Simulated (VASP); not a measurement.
A run of VASP 6.6.1:

File INCAR:

```
  ALGO = Normal
  EDIFF = 1E-6
  ENCUT = 520
  GGA = PE
  ISIF = 2
  ISMEAR = 0
  LASPH = True
  LCHARG = False
  LREAL = False
  LWAVE = False
  NBANDS = 12
  NELM = 80
  PREC = Accurate
  SIGMA = 0.1
```

File KPOINTS:

```
k-points
0
Gamma
  6 6 6
```

Contents of POSCAR:

```
SiHC
1.0
    2.9227246741      0.0000000000      0.0000000000
   -1.4613623371      2.5311538160      0.0000000000
    0.0000000000      0.0000000000      2.8117372857
Si H C
1 1 1
Direct
    0.6666666667      0.3333333333      0.5000000000
    0.3333333333      0.6666666667      0.0000000000
    0.0000000000      0.0000000000      0.0000000000
```

Potentials or basis: VASP PAW PBE potentials, release 64 (Si, H, C).

Run with:

```console
$ cat potpaw_PBE.64/Si/POTCAR potpaw_PBE.64/H/POTCAR potpaw_PBE.64/C/POTCAR > POTCAR
$ mpirun -np 1 vasp_std > vasp.out
```

Hardware: 1 thread of Intel(R) Xeon(R) Platinum 8488C (Sapphire Rapids), with other jobs on the host.

Question: Estimate the wall time of this run.

Answer: Run time: 4.2 s on 1 thread of Intel(R) Xeon(R) Platinum 8488C (Sapphire Rapids) (shared host), peak memory 0.13 GiB. Counts: scf iterations 13, k points 28.
